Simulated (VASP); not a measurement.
# ZrC3 (R3) in VASP: relaxation of cell and atoms with PBE

Aim: the relaxation of cell and atoms of ZrC3 with PBE.

All numbers are computed with VASP 6.6.1; they aren't measurements. Logs are shortened: lines on timing, memory, paths and dates and some standing lists are left out, and cuts for length are marked.

## 1. The cell of the first run

It takes space group R3 (No. 146, trigonal). Conventional cell: a = 4.926 Å, b = 4.926 Å, c = 7.016 Å, α = 90.00°, β = 90.00°, γ = 120.00°. Within 2.9 Å of Zr (site symmetry 3) lie 6 C at 2.23 to 2.62 Å. C (site symmetry 1) has 2 C at 1.57 Å within 2.1 Å.

## 2. Relaxation of cell and atoms, PBE

The input, INCAR:

```
SYSTEM = ZrC3
ALGO = Normal
EDIFF = 1E-7
EDIFFG = -0.04
ENCUT = 600
GGA = PE
IBRION = 2
ISIF = 3
ISMEAR = 0
LASPH = .True.
LCHARG = .False.
LREAL = .False.
LWAVE = .False.
NELM = 60
NSW = 90
PREC = Accurate
SIGMA = 0.1
```

The input, KPOINTS:

```
k-points
0
Gamma
  6 6 6
  0 0 0
```

The input, POSCAR:

```
ZrC3
1.0
    2.4627913690      1.4218932598      2.3388103771
   -2.4627913690      1.4218932598      2.3388103771
    0.0000000000     -2.8437865197      2.3388103771
Zr C
1 3
Direct
    0.4406709033      0.4406709033      0.4406709033
    0.0073437187      0.7783994227      0.1428715707
    0.7783994227      0.1428715707      0.0073437187
    0.1428715707      0.0073437187      0.7783994227
```

Potentials or basis: VASP PAW PBE potentials, release 64 (Zr_sv, C).

Launch:

```sh
$ cat potpaw_PBE.64/Zr_sv/POTCAR potpaw_PBE.64/C/POTCAR > POTCAR
$ mpirun -np 1 vasp_std > vasp.out
```

OUTCAR:

```text
SYSTEM = ZrC3
   EDIFF = 1E-7
   EDIFFG = -0.04
   ENCUT = 600
   GGA = PE
   IBRION = 2
   ISIF = 3
   ISMEAR = 0
   LASPH = .True.
   LREAL = .False.
   NELM = 60
   NSW = 90
   PREC = Accurate

 ion  position               nearest neighbor table
   1  0.441  0.441  0.441-   4 2.23   3 2.23   2 2.23   2 2.62   3 2.62   4 2.62
   2  0.007  0.778  0.143-   4 1.57   3 1.57   1 2.23   1 2.62
   3  0.778  0.143  0.007-   4 1.57   2 1.57   1 2.23   1 2.62
   4  0.143  0.007  0.778-   2 1.57   3 1.57   1 2.23   1 2.62

  LATTYP: Found a trigonal (rhomboedric) cell.
 ALAT       =     3.6820043114
 COS(alpha) =     0.1052192009

  Lattice vectors:

 A1 = (   2.4627913690,   1.4218932598,   2.3388103771)
 A2 = (  -2.4627913690,   1.4218932598,   2.3388103771)
 A3 = (   0.0000000000,  -2.8437865197,   2.3388103771)

Analysis of symmetry for initial positions (statically):
=====================================================================
 Subroutine PRICEL returns:
 Original cell was already a primitive cell.

 Routine SETGRP: Setting up the symmetry group for a
 trigonal (rhombohedral) supercell.

 Subroutine GETGRP returns: Found  3 space group operations
 (whereof  3 operations were pure point group operations)
 out of a pool of 12 trial point group operations.

The static configuration has the point symmetry C_3 .

Analysis of symmetry for dynamics (positions and initial velocities):
=====================================================================
 Subroutine PRICEL returns:
 Original cell was already a primitive cell.

 Routine SETGRP: Setting up the symmetry group for a
 trigonal (rhombohedral) supercell.

 Subroutine GETGRP returns: Found  3 space group operations
 (whereof  3 operations were pure point group operations)
 out of a pool of 12 trial point group operations.

The dynamic configuration has the point symmetry C_3 .

 Subroutine INISYM returns: Found  3 space group operations
 (whereof  3 operations are pure point group operations),
 and found     1 'primitive' translations

----------------------------------------------------------------------------------------

                                     Primitive cell

  volume of cell :      49.1406

  direct lattice vectors                    reciprocal lattice vectors
     2.462791369  1.421893260  2.338810377     0.203021663  0.117214612  0.142522599
    -2.462791369  1.421893260  2.338810377    -0.203021663  0.117214612  0.142522599
     0.000000000 -2.843786520  2.338810377     0.000000000 -0.234429224  0.142522599

  length of vectors
     3.682004311  3.682004311  3.682004311     0.274353335  0.274353335  0.274353335

  position of ions in fractional coordinates (direct lattice)
     0.440670903  0.440670903  0.440670903
     0.007343719  0.778399423  0.142871571
     0.778399423  0.142871571  0.007343719
     0.142871571  0.007343719  0.778399423

  ion indices of the primitive-cell ions
   primitive index   ion index
                 1           1
                 2           2
                 3           3
                 4           4

----------------------------------------------------------------------------------------

 KPOINTS: k-points

Automatic generation of k-mesh.
 Grid dimensions read from file:
 generate k-points for:    6    6    6

 Generating k-lattice:

  Cartesian coordinates                     Fractional coordinates (reciprocal lattice)
     0.033836944  0.019535769  0.023753766     0.166666667  0.000000000 -0.000000000
    -0.033836944  0.019535769  0.023753766     0.000000000  0.166666667 -0.000000000
     0.000000000 -0.039071537  0.023753766     0.000000000  0.000000000  0.166666667

  Length of vectors
     0.045725556  0.045725556  0.045725556

  Shift w.r.t. Gamma in fractional coordinates (k-lattice)
     0.000000000  0.000000000  0.000000000

 Subroutine IBZKPT returns following result:
 ===========================================

 Found     40 irreducible k-points:

 Following reciprocal coordinates:
            Coordinates               Weight
  0.000000  0.000000  0.000000      1.000000
  0.166667 -0.000000  0.000000      6.000000
  0.333333 -0.000000  0.000000      6.000000
  0.500000  0.000000 -0.000000      3.000000
  0.166667  0.166667  0.000000      6.000000
  0.333333  0.166667  0.000000      6.000000
[... 16 lines left out ...]
  0.333333  0.333333  0.166667      6.000000
  0.500000  0.333333  0.166667      6.000000
 [... further k-points ...]
   k-points           NKPTS =     40   k-points in BZ     NKDIM =     40   number of bands    NBANDS=     16
   number of dos      NEDOS =    301   number of ions     NIONS =      4
   total plane-waves  NPLWV =  27000
   dimension x,y,z NGX =    30 NGY =   30 NGZ =   30
   dimension x,y,z NGXF=    60 NGYF=   60 NGZF=   60
   ions per type =               1   3
   NGX,Y,Z   is equivalent  to a cutoff of  13.55, 13.55, 13.55 a.u.
   NGXF,Y,Z  is equivalent  to a cutoff of  27.09, 27.09, 27.09 a.u.
 SYSTEM =  ZrC3
   PREC   = accura    normal or accurate (medium, high low for compatibility)
   ISTART =      0    job   : 0-new  1-cont  2-samecut
   ICHARG =      2    charge: 1-file 2-atom 10-const
   ISPIN  =      1    spin polarized calculation?
   LNONCOLLINEAR =      F non collinear calculations
   LSORBIT =      F    spin-orbit coupling
   LASPH  =      T    aspherical Exc in radial PAW
   ENCUT  =  600.0 eV  44.10 Ry    6.64 a.u.   7.35  7.35  7.35*2*pi/ulx,y,z
   NELM   =     60;   NELMIN=  2; NELMDL= -5     # of ELM steps
   EDIFF  = 0.1E-06   stopping-criterion for ELM
   LREAL  =      F    real-space projection
   EDIFFG = -.4E-01   stopping-criterion for IOM
   NSW    =     90    number of steps for IOM
   IBRION =      2    ionic relax: 0-MD 1-quasi-New 2-CG
   NFREE  =      1    steps in history (QN), initial steepest desc. (CG)
   ISIF   =      3    stress and relaxation
   ISYM   =      2    0-nonsym 1-usesym 2-fastsym
   POTIM  = 0.5000    time-step for ionic-motion
   TEBEG  =    0.0;   TEEND  =   0.0 temperature during run
   PSTRESS=    0.0 pullay stress
   NELECT =      24.0000    total number of electrons
   NUPDOWN=      -1.0000    fix difference up-down
   EMIN   =  10.00;   EMAX   =-10.00  energy-range for DOS
   EFERMI =   0.00;   METHOD = LEGACY
   ISMEAR =     0;   SIGMA  =   0.10  broadening in eV -4-tet -1-fermi 0-gaus
   EFERMI_NEDOS =   21; number of points for ismear=-14 and -15
   IALGO  =     38    algorithm
   IMIX   =      4    mixing-type and parameters
     AMIX     =   0.40;   BMIX     =  1.00
     AMIX_MAG =   1.60;   BMIX_MAG =  1.00
  volume/ion in A,a.u.               =      12.29        82.90
  Fermi-wavevector in a.u.,A,eV,Ry     =   1.289234  2.436298 22.614560  1.662123
  Thomas-Fermi vector in A             =   2.421139
   LORBIT       =      0    0 simple, 1 ext, 2 COOP (PROOUT), +10 PAW based schemes
   GGA     = PE    functional components
   LHFCALC =     F    Hartree Fock is set to
   AEXX    =    0.0000 exact exchange contribution
   IVDW    =     0    specifies the selected vdW correction
   LEPSILON=     F    determine dielectric tensor
   LRPA    =     F    only Hartree local field effects (RPA)
 conjugate gradient relaxation of ions
 non-spin polarized calculation
 Gauss-broadening in eV      SIGMA  =   0.10
  energy-cutoff  :      600.00
  volume of cell :       49.14
 maximum number of plane-waves:      1654
 NGX is ok and might be reduce to    30
   NGX = 15   NGY = 15   NGZ = 15

--------------------------------------- Ionic step        1  -------------------------------------------

 number of electron      24.0000000 magnetization

 Free energy of the ion-electron system (eV)
  ---------------------------------------------------
  ext. energy  EPLUGINS =         0.00000000
  ---------------------------------------------------
  free energy    TOTEN  =       -32.58009870 eV

  energy without entropy =      -32.57210757  energy(sigma->0) =      -32.57610313

------------------------ aborting loop because EDIFF is reached ----------------------------------------

  FORCE on cell =-STRESS in cart. coord.  units (eV):
  Direction    XX          YY          ZZ          XY          YZ          ZX
  --------------------------------------------------------------------------------------
  -------------------------------------------------------------------------------------
  Total       -8.7040974     -8.7040974      1.8300970      0.0000003     -0.0000000     -0.0000000
  in kB     -283.7876174   -283.7876174     59.6683211      0.0000112     -0.0000000     -0.0000000
  external PRESSURE =    -169.3023045 kB  Pullay stress =       0.0000000 kB
[... 95 lines left out ...]
  FREE ENERGIE OF THE ION-ELECTRON SYSTEM (eV)
  ---------------------------------------------------
  free  energy   TOTEN  =       -32.9085659899 eV

  energy  without entropy=      -32.9012024375  energy(sigma->0) =      -32.90488421

[... ionic steps 4 to 24 ...]

--------------------------------------- Ionic step       25  -------------------------------------------

 number of electron      24.0000000 magnetization

------------------------ aborting loop because EDIFF is reached ----------------------------------------
[... 71 lines left out ...]
--------------------------------------- Ionic step       27  -------------------------------------------

 number of electron      24.0000000 magnetization

 Free energy of the ion-electron system (eV)
  ---------------------------------------------------
  ext. energy  EPLUGINS =         0.00000000
  ---------------------------------------------------
  free energy    TOTEN  =       -34.01228759 eV

  energy without entropy =      -34.00916996  energy(sigma->0) =      -34.01072878

 E-fermi :   8.0977     XC(G=0): -11.3452

 val. band max:        8.0928344146   @ k =   0.3333   0.3333   0.3333
 cond. band min:       8.1686577288   @ k =   0.5000   0.3333   0.3333
 fundamental gap:      0.0758233142
 Fermi energy:         8.0977014172

 k-point     1 :       0.0000    0.0000    0.0000
  band No.  band energies     occupation
      1     -41.3091      2.00000
      2     -19.3445      2.00000
      3     -19.3445      2.00000
      4     -19.2914      2.00000
      5     -10.5938      2.00000
      6       0.3275      2.00000
[... 433 lines left out ...]
      3     -19.4336      2.00000
      4     -19.3464      2.00000
      5     -10.1255      2.00000
      6      -1.2428      2.00000
[... 8 lines left out ...]
     15      10.7942      0.00000
     16      11.5119      0.00000

 [... further k-points ...]

------------------------ aborting loop because EDIFF is reached ----------------------------------------

  FORCE on cell =-STRESS in cart. coord.  units (eV):
  Direction    XX          YY          ZZ          XY          YZ          ZX
  --------------------------------------------------------------------------------------
  -------------------------------------------------------------------------------------
  Total        0.0481063      0.0481063      0.0169935     -0.0000000     -0.0000000      0.0000000
  in kB        1.7078033      1.7078033      0.6032804     -0.0000001     -0.0000000      0.0000000
  external PRESSURE =       1.3396290 kB  Pullay stress =       0.0000000 kB
[... 19 lines left out ...]
  FREE ENERGIE OF THE ION-ELECTRON SYSTEM (eV)
  ---------------------------------------------------
  free  energy   TOTEN  =       -34.0122875926 eV

  energy  without entropy=      -34.0091699615  energy(sigma->0) =      -34.01072878

 reached required accuracy - stopping structural energy minimisation
```

Wall time 7.4 min (1 thread of Intel Xeon 6975P-C (Granite Rapids), shared host); peak memory 0.19 GiB.

What came out:

```
Free energy                            : -34.0123 eV
Relaxed volume                         : 11.28 Å³/atom
Relaxed cell                           : a = 3.673 Å, b = 3.673 Å, c = 3.673 Å, α = 74.80°, β = 74.80°, γ = 74.80°
Space group after relaxing (to 0.05 Å) : R32 (No. 155)
Energy gained by relaxing              : 358.0 meV/atom
Ionic steps                            : 27
Pressure after relaxing                : 0.1 GPa
Largest force after relaxing           : 0.010 eV/Å
Band gap on the k mesh                 : zero (band 12 reaches 9.22 eV, above the bottom of band 13 at 6.09 eV)
```

Forces on the atoms (eV/Å):
```
Zr   0.000  0.000 -0.010
C   -0.005  0.004  0.003
C    0.006  0.003  0.003
C   -0.001 -0.007  0.003
```

Step by step:
```csv
step,energy change (eV),largest force (eV/Å),pressure (GPa),volume (Å³)
1,0.0000,3.1164,-16.93,49.14
2,4.5433,28.8495,87.75,40.23
3,-0.3285,2.4117,-11.71,47.76
4,-0.5425,1.5860,-6.49,46.84
5,-0.6375,1.6797,2.64,45.56
6,-0.6408,1.6661,0.89,45.78
7,-1.0432,1.3384,1.23,45.11
8,-1.1541,1.7778,12.83,42.81
9,-1.3732,0.6988,3.99,44.12
10,-1.3910,0.3754,5.87,43.74
11,-1.3925,0.4300,5.51,43.81
12,-1.2931,2.0014,-8.99,46.56
13,-1.4089,0.3867,1.11,44.53
14,-1.4147,0.3229,-1.92,45.77
15,-1.4186,0.1726,-0.80,45.28
16,-1.4232,0.2009,0.28,45.13
17,-1.4244,0.2907,1.20,44.99
18,-1.4261,0.1887,1.02,45.00
19,-1.4280,0.1288,0.58,45.03
20,-1.4286,0.1204,0.41,45.07
21,-1.4300,0.0957,-0.10,45.21
22,-1.4305,0.0498,-1.12,45.49
23,-1.4307,0.0633,-0.81,45.40
24,-1.4314,0.0710,-0.33,45.32
25,-1.4314,0.1121,-0.14,45.29
26,-1.4320,0.0539,-0.01,45.21
27,-1.4322,0.0095,0.13,45.13
```

Final structure:
```
Zr C
1.0
     2.23070    1.28789    2.61820
    -2.23070    1.28789    2.61820
     0.00000   -2.57579    2.61820
Zr C
1 3
Direct
  0.46755 0.46755 0.46755
  0.96761 0.77708 0.15704
  0.77708 0.15704 0.96761
  0.15704 0.96761 0.77708
```
